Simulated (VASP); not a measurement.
Set up this calculation in VASP 6.6.1, as the native input.

```yaml
Task: single point
Functional: PBE
Potentials_or_basis: VASP PAW PBE potentials, release 64 (Os, I)
Cutoff: 520 eV
k_mesh: 6 × 6 × 6
Occupations: gaussian, width 0.1 eV
Spin: collinear spin
Starting_moments: "[1.47, 0.0] μB"
Dipole_correction: no
Further_INCAR_settings: ALGO = Normal; EDIFF = 1e-06; NBANDS = 18
```

The structure of OsI lies in POSCAR:

```
OsI
1.0
    1.6495521146      0.9523693574      4.2013610434
   -1.6495521146      0.9523693574      4.2013610434
    0.0000000000     -1.9047387148      4.2013610434
Os I
1 1
Direct
    0.0000000000      0.0000000000      0.0000000000
    0.5000000000      0.5000000000      0.5000000000
```

These files were run (other wordings do the same):

INCAR

```
SYSTEM = OsI
PREC = Accurate
ENCUT = 520
EDIFF = 1E-6
ISMEAR = 0
SIGMA = 0.1
LREAL = .False.
LASPH = .True.
NELM = 150
ALGO = Normal
ISIF = 2
LWAVE = .False.
LCHARG = .True.
ISPIN = 2
MAGMOM = 1.47 0
LORBIT = 11
LMAXMIX = 4
GGA = PE
LELF = .True.
LVHAR = .True.
NBANDS = 18
```

KPOINTS

```
Automatic mesh
0
Gamma
  6 6 6
  0 0 0
```

Potentials or basis: VASP PAW PBE potentials, release 64 (Os, I).

The run is started by

```bash
$ cat potpaw_PBE.64/Os/POTCAR potpaw_PBE.64/I/POTCAR > POTCAR
$ mpirun -np 1 vasp_std > vasp.out
```

It gave:

The pressure is 0.0 GPa, the net moment is 0.00 μB per cell and the valence electrons inside the program's atomic spheres are Os 6.91; I 4.26.

Caveat: the k points lie up to 0.38 Å⁻¹ apart.

It took 54 s on 1 thread of AMD EPYC 9R45 96-Core Processor (Zen 5), on a shared host, peak memory 0.23 GiB.
